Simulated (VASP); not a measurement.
# W (Pbcm) in VASP: further runs

Runs on W. Level: PBEsol. Tasks: single point.

All numbers are computed with VASP 6.6.1; they aren't measurements. Logs are shortened: lines on timing, memory, paths and dates and some standing lists are left out, and cuts for length are marked.

## (1) The cell of the first run

The structure is orthorhombic, space group Pbcm (No. 57). The conventional cell has a = 2.810 Å, b = 4.864 Å, c = 4.924 Å, α = 90.00°, β = 90.00°, γ = 90.00°. Within 3.6 Å of W (site symmetry m) lie 12 W at 2.70 to 3.06 Å.

## (2) Single point, PBEsol

Contents of INCAR:

```
PREC = Accurate ; ENCUT = 500
EDIFF = 1E-6 ; ISMEAR = 0
SIGMA = 0.1 ; LREAL = False
LASPH = True ; NELM = 120
ALGO = Normal ; ISIF = 2
LWAVE = False ; LCHARG = False
GGA = PS ; NBANDS = 36
GGA_COMPAT = False
```

Contents of KPOINTS:

```
regular mesh
0
Gamma
  3 2 2
```

Contents of POSCAR:

```
W
1.0
    2.8096620000      0.0000000000      0.0000000000
    0.0000000000      4.8638700000      0.0000000000
    0.0000000000      0.0000000000      4.9236950000
W
4
Direct
    0.7931720000      0.5631570000      0.2500000000
    0.2068280000      0.0631570000      0.2500000000
    0.2068280000      0.4368430000      0.7500000000
    0.7931720000      0.9368430000      0.7500000000
```

Potentials or basis: VASP PAW PBE potentials, release 64 (W_sv).

Launch:

```sh
$ cat potpaw_PBE.64/W_sv/POTCAR > POTCAR
$ mpirun -np 1 vasp_std > vasp.out
```

OUTCAR:

```text
PREC = Accurate
   ENCUT = 500
   EDIFF = 1E-6
   ISMEAR = 0
   LREAL = False
   LASPH = True
   NELM = 120
   ISIF = 2
   GGA = PS

 ion  position               nearest neighbor table
   1  0.793  0.563  0.250-   2 2.70   2 2.70   3 2.79   3 2.79   2 2.94   2 2.94   3 3.03   3 3.03
                             4 3.06   4 3.06
   2  0.207  0.063  0.250-   1 2.70   1 2.70   4 2.79   4 2.79   1 2.94   1 2.94   4 3.03   4 3.03
                             3 3.06   3 3.06
   3  0.207  0.437  0.750-   4 2.70   4 2.70   1 2.79   1 2.79   4 2.94   4 2.94   1 3.03   1 3.03
                             2 3.06   2 3.06
   4  0.793  0.937  0.750-   3 2.70   3 2.70   2 2.79   2 2.79   3 2.94   3 2.94   2 3.03   2 3.03
                             1 3.06   1 3.06

  LATTYP: Found a simple orthorhombic cell.
 ALAT       =     2.8096620000
 B/A-ratio  =     1.7311228183
 C/A-ratio  =     1.7524154151

  Lattice vectors:

 A1 = (   2.8096620000,   0.0000000000,   0.0000000000)
 A2 = (   0.0000000000,   4.8638700000,   0.0000000000)
 A3 = (   0.0000000000,   0.0000000000,   4.9236950000)

Analysis of symmetry for initial positions (statically):
=====================================================================
 Subroutine PRICEL returns:
 Original cell was already a primitive cell.

 Routine SETGRP: Setting up the symmetry group for a
 simple orthorhombic supercell.

 Subroutine GETGRP returns: Found  8 space group operations
 (whereof  2 operations were pure point group operations)
 out of a pool of  8 trial point group operations.

The static configuration has the point symmetry S_2 .
 The point group associated with its full space group is D_2h.

Analysis of symmetry for dynamics (positions and initial velocities):
=====================================================================
 Subroutine PRICEL returns:
 Original cell was already a primitive cell.

 Routine SETGRP: Setting up the symmetry group for a
 simple orthorhombic supercell.

 Subroutine GETGRP returns: Found  8 space group operations
 (whereof  2 operations were pure point group operations)
 out of a pool of  8 trial point group operations.

The dynamic configuration has the point symmetry S_2 .
 The point group associated with its full space group is D_2h.

 Subroutine INISYM returns: Found  8 space group operations
 (whereof  2 operations are pure point group operations),
 and found     1 'primitive' translations

----------------------------------------------------------------------------------------

                                     Primitive cell

  volume of cell :      67.2864

  direct lattice vectors                    reciprocal lattice vectors
     2.809662000  0.000000000  0.000000000     0.355914697  0.000000000  0.000000000
     0.000000000  4.863870000  0.000000000     0.000000000  0.205597600  0.000000000
     0.000000000  0.000000000  4.923695000     0.000000000  0.000000000  0.203099501

  length of vectors
     2.809662000  4.863870000  4.923695000     0.355914697  0.205597600  0.203099501

  position of ions in fractional coordinates (direct lattice)
     0.793172000  0.563157000  0.250000000
     0.206828000  0.063157000  0.250000000
     0.206828000  0.436843000  0.750000000
     0.793172000  0.936843000  0.750000000

  ion indices of the primitive-cell ions
   primitive index   ion index
                 1           1
                 2           2
                 3           3
                 4           4

----------------------------------------------------------------------------------------

 KPOINTS: regular mesh

Automatic generation of k-mesh.
 Grid dimensions read from file:
 generate k-points for:    3    2    2

 Generating k-lattice:

  Cartesian coordinates                     Fractional coordinates (reciprocal lattice)
     0.118638232  0.000000000  0.000000000     0.333333333  0.000000000  0.000000000
     0.000000000  0.102798800  0.000000000     0.000000000  0.500000000  0.000000000
     0.000000000  0.000000000  0.101549751     0.000000000  0.000000000  0.500000000

  Length of vectors
     0.118638232  0.102798800  0.101549751

  Shift w.r.t. Gamma in fractional coordinates (k-lattice)
     0.000000000  0.000000000  0.000000000

 Subroutine IBZKPT returns following result:
 ===========================================

 Found      8 irreducible k-points:

 Following reciprocal coordinates:
            Coordinates               Weight
  0.000000  0.000000  0.000000      1.000000
  0.333333  0.000000  0.000000      2.000000
  0.000000  0.500000  0.000000      1.000000
  0.333333  0.500000  0.000000      2.000000
  0.000000  0.000000  0.500000      1.000000
  0.333333  0.000000  0.500000      2.000000
  0.000000  0.500000  0.500000      1.000000
  0.333333  0.500000  0.500000      2.000000
   k-points           NKPTS =      8   k-points in BZ     NKDIM =      8   number of bands    NBANDS=     36
   number of dos      NEDOS =    301   number of ions     NIONS =      4
   total plane-waves  NPLWV =  25920
   dimension x,y,z NGX =    20 NGY =   36 NGZ =   36
   dimension x,y,z NGXF=    40 NGYF=   72 NGZF=   72
   ions per type =               4
   NGX,Y,Z   is equivalent  to a cutoff of  11.83, 12.30, 12.16 a.u.
   NGXF,Y,Z  is equivalent  to a cutoff of  23.67, 24.61, 24.31 a.u.
 SYSTEM =  unknown system
   PREC   = accura    normal or accurate (medium, high low for compatibility)
   ISTART =      0    job   : 0-new  1-cont  2-samecut
   ICHARG =      2    charge: 1-file 2-atom 10-const
   ISPIN  =      1    spin polarized calculation?
   LNONCOLLINEAR =      F non collinear calculations
   LSORBIT =      F    spin-orbit coupling
   LASPH  =      T    aspherical Exc in radial PAW
   ENCUT  =  500.0 eV  36.75 Ry    6.06 a.u.   5.12  8.87  8.98*2*pi/ulx,y,z
   NELM   =    120;   NELMIN=  2; NELMDL= -5     # of ELM steps
   EDIFF  = 0.1E-05   stopping-criterion for ELM
   LREAL  =      F    real-space projection
   EDIFFG = 0.1E-04   stopping-criterion for IOM
   NSW    =      0    number of steps for IOM
   IBRION =     -1    ionic relax: 0-MD 1-quasi-New 2-CG
   NFREE  =      0    steps in history (QN), initial steepest desc. (CG)
   ISIF   =      2    stress and relaxation
   ISYM   =      2    0-nonsym 1-usesym 2-fastsym
   POTIM  = 0.5000    time-step for ionic-motion
   TEBEG  =    0.0;   TEEND  =   0.0 temperature during run
   PSTRESS=    0.0 pullay stress
   NELECT =      56.0000    total number of electrons
   NUPDOWN=      -1.0000    fix difference up-down
   EMIN   =  10.00;   EMAX   =-10.00  energy-range for DOS
   EFERMI =   0.00;   METHOD = LEGACY
   ISMEAR =     0;   SIGMA  =   0.10  broadening in eV -4-tet -1-fermi 0-gaus
   EFERMI_NEDOS =   21; number of points for ismear=-14 and -15
   IALGO  =     38    algorithm
   IMIX   =      4    mixing-type and parameters
     AMIX     =   0.40;   BMIX     =  1.00
     AMIX_MAG =   1.60;   BMIX_MAG =  1.00
  volume/ion in A,a.u.               =      16.82       113.52
  Fermi-wavevector in a.u.,A,eV,Ry     =   1.539909  2.910006 32.263772  2.371320
  Thomas-Fermi vector in A             =   2.646071
   LORBIT       =      0    0 simple, 1 ext, 2 COOP (PROOUT), +10 PAW based schemes
   GGA     = PS    functional components
   LHFCALC =     F    Hartree Fock is set to
   AEXX    =    0.0000 exact exchange contribution
   IVDW    =     0    specifies the selected vdW correction
   LEPSILON=     F    determine dielectric tensor
   LRPA    =     F    only Hartree local field effects (RPA)
 non-spin polarized calculation
 Gauss-broadening in eV      SIGMA  =   0.10
  energy-cutoff  :      500.00
  volume of cell :       67.29
 maximum number of plane-waves:      1728
   NGX = 11   NGY = 17   NGZ = 17

 number of electron      56.0000014 magnetization

 Free energy of the ion-electron system (eV)
  ---------------------------------------------------
  ext. energy  EPLUGINS =         0.00000000
  ---------------------------------------------------
  free energy    TOTEN  =       -52.84772819 eV

  energy without entropy =      -52.82078769  energy(sigma->0) =      -52.83425794

 E-fermi :   9.9783     XC(G=0): -13.4044

 val. band max:        9.9564107296   @ k =   0.0000   0.0000   0.0000
 cond. band min:       9.9958780997   @ k =   0.0000   0.0000   0.5000
 fundamental gap:      0.0394673701
 Fermi energy:         9.9782904047

 k-point     1 :       0.0000    0.0000    0.0000
  band No.  band energies     occupation
      1     -63.7168      2.00000
      2     -63.6399      2.00000
      3     -63.6070      2.00000
      4     -63.5584      2.00000
      5     -28.4692      2.00000
      6     -28.4501      2.00000
[... 28 lines left out ...]
     35      14.2043      0.00000
     36      14.5980      0.00000

 k-point     2 :       0.3333    0.0000    0.0000
  band No.  band energies     occupation
      1     -63.6577      2.00000
      2     -63.6026      2.00000
      3     -63.5804      2.00000
      4     -63.5533      2.00000
      5     -28.2267      2.00000
      6     -28.2238      2.00000
[... 28 lines left out ...]
     35      13.2021      0.00000
     36      13.8324      0.00000

 k-point     3 :       0.0000    0.5000    0.0000
  band No.  band energies     occupation
      1     -63.6629      2.00000
      2     -63.6629      2.00000
      3     -63.5985      2.00000
      4     -63.5985      2.00000
      5     -28.2885      2.00000
      6     -28.2885      2.00000
[... 28 lines left out ...]
     35      12.8782      0.00000
     36      12.8782      0.00000

 k-point     4 :       0.3333    0.5000    0.0000
  band No.  band energies     occupation
      1     -63.6203      2.00000
      2     -63.6203      2.00000
      3     -63.5769      2.00000
      4     -63.5769      2.00000
      5     -28.2339      2.00000
      6     -28.2339      2.00000
[... 28 lines left out ...]
     35      14.4175      0.00000
     36      14.4175      0.00000

 k-point     5 :       0.0000    0.0000    0.5000
  band No.  band energies     occupation
      1     -63.6784      2.00000
      2     -63.6784      2.00000
      3     -63.5828      2.00000
      4     -63.5828      2.00000
      5     -28.4449      2.00000
      6     -28.4449      2.00000
[... 28 lines left out ...]
     35      13.5218      0.00000
     36      13.5218      0.00000

 k-point     6 :       0.3333    0.0000    0.5000
  band No.  band energies     occupation
      1     -63.6302      2.00000
      2     -63.6302      2.00000
      3     -63.5669      2.00000
      4     -63.5669      2.00000
      5     -28.2337      2.00000
      6     -28.2337      2.00000
[... 28 lines left out ...]
     35      14.0660      0.00000
     36      14.0660      0.00000

 k-point     7 :       0.0000    0.5000    0.5000
  band No.  band energies     occupation
      1     -63.6308      2.00000
      2     -63.6308      2.00000
      3     -63.6308      2.00000
      4     -63.6308      2.00000
      5     -28.0438      2.00000
      6     -28.0438      2.00000
[... 28 lines left out ...]
     35      12.7659      0.00000
     36      12.7659      0.00000

 k-point     8 :       0.3333    0.5000    0.5000
  band No.  band energies     occupation
      1     -63.5986      2.00000
      2     -63.5986      2.00000
      3     -63.5986      2.00000
      4     -63.5986      2.00000
      5     -28.2903      2.00000
      6     -28.2903      2.00000
[... 28 lines left out ...]
     35      14.1496      0.00000
     36      14.1496      0.00000

------------------------ aborting loop because EDIFF is reached ----------------------------------------

  FORCE on cell =-STRESS in cart. coord.  units (eV):
  Direction    XX          YY          ZZ          XY          YZ          ZX
  --------------------------------------------------------------------------------------
  -------------------------------------------------------------------------------------
  Total       -3.3429967     -2.4628006     -4.1882930     -0.0000000      0.0000000      0.0000000
  in kB      -79.6011514    -58.6425244    -99.7287692     -0.0000000      0.0000000      0.0000000
  external PRESSURE =     -79.3241483 kB  Pullay stress =       0.0000000 kB

 VOLUME and BASIS-vectors are now :
 -----------------------------------------------------------------------------
  energy-cutoff  :      500.00
  volume of cell :       67.29
      direct lattice vectors                 reciprocal lattice vectors
     2.809662000  0.000000000  0.000000000     0.355914697  0.000000000  0.000000000
     0.000000000  4.863870000  0.000000000     0.000000000  0.205597600  0.000000000
     0.000000000  0.000000000  4.923695000     0.000000000  0.000000000  0.203099501

 POSITION                                       TOTAL-FORCE (eV/Angst)
 -----------------------------------------------------------------------------------
      2.22855      2.73912      1.23092         0.056539     -0.072211     -0.000000
      0.58112      0.30719      1.23092        -0.056539     -0.072211      0.000000
      0.58112      2.12475      3.69277        -0.056539      0.072211      0.000000
      2.22855      4.55668      3.69277         0.056539      0.072211      0.000000
 -----------------------------------------------------------------------------------
    total drift:                               -0.000000      0.000000     -0.000000

  FREE ENERGIE OF THE ION-ELECTRON SYSTEM (eV)
  ---------------------------------------------------
  free  energy   TOTEN  =       -52.8477281883 eV

  energy  without entropy=      -52.8207876941  energy(sigma->0) =      -52.83425794
```

Wall time 9.6 s (1 thread of Intel Xeon 6975P-C (Granite Rapids), shared host); peak memory 0.16 GiB.

What came out:

| Property | Result |
| --- | --- |
| Free energy | -52.8477 eV |
| Pressure | -7.9 GPa |
| Largest force | 0.092 eV/Å |
| Band gap on the k mesh | zero (bands 28 and 29 overlap by 0.61 eV) |

Forces in eV/Å, atoms in the order of the input:
```
W    0.057 -0.072  0.000
W   -0.057 -0.072  0.000
W   -0.057  0.072  0.000
W    0.057  0.072  0.000
```

Stress tensor (GPa, compression positive):
```
-7.96  0.00  0.00
 0.00 -5.86  0.00
 0.00  0.00 -9.97
```

Caveat: the k points lie up to 0.75 Å⁻¹ apart, too coarse for converged energies and pressures of a metal; the PAW data sets were made with another functional, which shifts forces and pressure a little; spin-orbit coupling is left out, which moves the levels of the heavy elements.

## (3) Single point, PBEsol

Contents of INCAR:

```
  ALGO = Normal
  EDIFF = 1E-6
  ENCUT = 500
  GGA = PS
  GGA_COMPAT = F
  ISIF = 2
  ISMEAR = 0
  LASPH = T
  LCHARG = F
  LREAL = F
  LWAVE = F
  NBANDS = 36
  NELM = 120
  PREC = Accurate
  SIGMA = 0.1
```

Contents of KPOINTS:

```
k-points
0
Gamma
  4 2 2
```

POSCAR is that of step 2.

Potentials or basis: VASP PAW PBE potentials, release 64 (W_sv).

Launch:

```sh
$ cat potpaw_PBE.64/W_sv/POTCAR > POTCAR
$ mpirun -np 1 vasp_std > vasp.out
```

Run time: 11 s. Hardware: 1 thread of Intel Xeon 6975P-C (Granite Rapids), shared host; peak memory 0.17 GiB.

It converged, with:

- Free energy: -53.3647 eV
- Pressure: -11.8 GPa
- Largest force: 1.015 eV/Å
- Band gap on the k mesh: zero (bands 28 and 29 overlap by 0.98 eV)

Forces in eV/Å, atoms in the order of the input:
```
W   -1.005 -0.141  0.000
W    1.005 -0.141  0.000
W    1.005  0.141  0.000
W   -1.005  0.141  0.000
```

Stress tensor (GPa, compression positive):
```
 -2.79   0.00   0.00
  0.00 -17.46   0.00
  0.00   0.00 -15.30
```

Levels at points of the mesh, in eV from the Fermi level:
```tsv
k point	band 24	band 25	band 26	band 27	band 28	band 29	band 30	band 31	band 32	band 33
(0.00, 0.00, 0.00)	-0.59	-0.48	-0.38	-0.38	-0.32	-0.31	-0.19	0.56	1.52	2.43
(0.50, 0.00, 0.00)	-2.30	-1.85	-1.78	-1.30	-1.05	0.09	0.22	0.53	2.92	3.04
(0.00, 0.50, 0.00)	-1.97	-1.47	-1.47	0.32	0.32	0.34	0.34	0.82	0.82	2.01
(0.50, 0.50, 0.00)	-1.64	-1.54	-1.54	-0.22	-0.22	-0.20	-0.20	4.17	4.17	5.01
(0.00, 0.00, 0.50)	-2.15	-0.81	-0.81	-0.12	-0.12	0.65	0.65	1.76	1.76	3.18
(0.50, 0.00, 0.50)	-2.37	-1.76	-1.76	-1.01	-1.01	0.69	0.69	1.11	1.11	3.89
(0.00, 0.50, 0.50)	-2.84	-1.17	-1.17	-1.17	-1.17	1.66	1.66	1.66	1.66	2.64
(0.50, 0.50, 0.50)	-3.34	0.66	0.66	0.66	0.66	2.12	2.12	2.12	2.12	4.77
```

Caveat: the k points lie up to 0.65 Å⁻¹ apart, too coarse for converged energies and pressures of a metal; the PAW data sets were made with another functional, which shifts forces and pressure a little; spin-orbit coupling is left out, which moves the levels of the heavy elements.
